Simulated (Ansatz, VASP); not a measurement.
## SiNi3: VASP beside Ansatz

```xyz
4
Lattice="3.4991 0.0000 0.0000 0.0000 3.4991 0.0000 0.0000 0.0000 3.4991" Properties=species:S:1:pos:R:3 pbc="T T T"
Si    0.0000    0.0000    0.0000
Ni    0.0000    1.7495    1.7495
Ni    1.7495    0.0000    1.7495
Ni    1.7495    1.7495    0.0000
```

Alike in both runs: task single point; functional r2SCAN; k mesh 6 × 6 × 6; occupations fermi-dirac, width 0.02 eV; no spin polarisation.

|  | VASP | Ansatz |
| --- | --- | --- |
| version | VASP 6.6.1 | Ansatz 0.2.0 |
| potentials or method | VASP PAW PBE potentials, release 64 (Si, Ni) | plane waves, PAW |
| plane-wave cutoff (eV) | 520 | 500 |
| valence electrons in the cell | 34 | 58 |

```tsv
	VASP	Ansatz	Ansatz less VASP
pressure (GPa)	-6.2	-6.7	-0.44
```

VASP's potentials were made for PBE, not for r2SCAN. VASP's potentials hold 34 valence electrons a cell and Ansatz's 58, so a difference there can come from the potentials and not from the codes.
